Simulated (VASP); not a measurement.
Set up this calculation in VASP 6.6.1, as the native input.

| Item | Value |
| --- | --- |
| Task | single point |
| Functional | LDA |
| Potentials or basis | VASP PAW LDA potentials, release 64 (Ba_sv, Ti_sv, O) |
| Cutoff | 520 eV |
| k mesh | 7 × 7 × 7 |
| Occupations | fermi-dirac, width 0.05 eV |
| Spin | no spin polarisation |
| Dipole correction | no |
| Further INCAR settings | ALGO = Normal; EDIFF = 1e-06; NBANDS = 28 |

The structure of BaTiO3 lies in POSCAR:

```
BaTiO3
1.0
    2.8645730673      1.6538620315      2.3489021694
   -2.8645730673      1.6538620315      2.3489021694
    0.0000000000     -3.3077240631      2.3489021694
Ba Ti O
1 1 3
Direct
    0.0000000000      0.0000000000      0.0000000000
    0.4845000000      0.4845000000      0.4845000000
    0.5086000000      0.0175000000      0.5086000000
    0.0175000000      0.5086000000      0.5086000000
    0.5086000000      0.5086000000      0.0175000000
```

The input as run:

INCAR

```
SYSTEM = BaTiO3
ALGO = Normal ; EDIFF = 1E-6
ENCUT = 520 ; ISIF = 2
ISMEAR = -1 ; LASPH = .True.
LCHARG = .False. ; LREAL = .False.
LWAVE = .False. ; NBANDS = 28
NELM = 80 ; PREC = Accurate
SIGMA = 0.05
```

KPOINTS

```
k-points
0
Gamma
  7 7 7
  0 0 0
```

Potentials or basis: VASP PAW LDA potentials, release 64 (Ba_sv, Ti_sv, O).

Run with:

```console
$ cat potpaw_LDA.64/Ba_sv/POTCAR potpaw_LDA.64/Ti_sv/POTCAR potpaw_LDA.64/O/POTCAR > POTCAR
$ mpirun -np 1 vasp_std > vasp.out
```

It gave:

| Property | Result |
| --- | --- |
| Pressure | -10.0 GPa |
| Largest force | 0.296 eV/Å |
| Band gap on the k mesh | 2.26 eV (least direct gap 2.62 eV) |

Caveat: the cell stands under tension; spin-orbit coupling is left out, which moves the levels of the heavy elements; an odd mesh through Γ misses points on the zone boundary, where band edges can lie.

Run time: 73 s on 1 thread of Intel Xeon 8259CL (shared host), peak memory 0.21 GiB.
